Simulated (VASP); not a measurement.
Here is a VASP 6.6.1 calculation.

File INCAR:

```
PREC = Accurate ; ENCUT = 700
EDIFF = 1E-6 ; ISMEAR = 1
SIGMA = 0.3 ; LREAL = False
LASPH = True ; NELM = 200
ALGO = Normal ; ISIF = 2
LWAVE = False ; LCHARG = False
NBANDS = 29 ; GGA_COMPAT = False
LMAXMIX = 6
```

The input KPOINTS:

```
Automatic mesh
0
Gamma
  7 7 7
```

File POSCAR:

```
LaOsN3
1.0
    3.9505550000      0.0000000000      0.0000000000
    0.0000000000      3.9505550000      0.0000000000
    0.0000000000      0.0000000000      3.9505550000
La Os N
1 1 3
Direct
    0.5000000000      0.5000000000      0.5000000000
    0.0000000000      0.0000000000      0.0000000000
    0.5000000000      0.0000000000      0.0000000000
    0.0000000000      0.5000000000      0.0000000000
    0.0000000000      0.0000000000      0.5000000000
```

Potentials or basis: VASP PAW LDA potentials, release 64 (La, Os_sv_GW, N).

Command:

```sh
$ cat potpaw_LDA.64/La/POTCAR potpaw_LDA.64/Os_sv_GW/POTCAR potpaw_LDA.64/N/POTCAR > POTCAR
$ mpirun -np 1 vasp_std > vasp.out
```

(1) Predict the pressure.

(2) Estimate the band gap on the k mesh.

Answers

(1) -12.7 GPa.

(2) zero (bands 21 and 22 overlap by 2.60 eV).

Caveat: the cell stands under tension; spin-orbit coupling is left out, which moves the levels of the heavy elements.
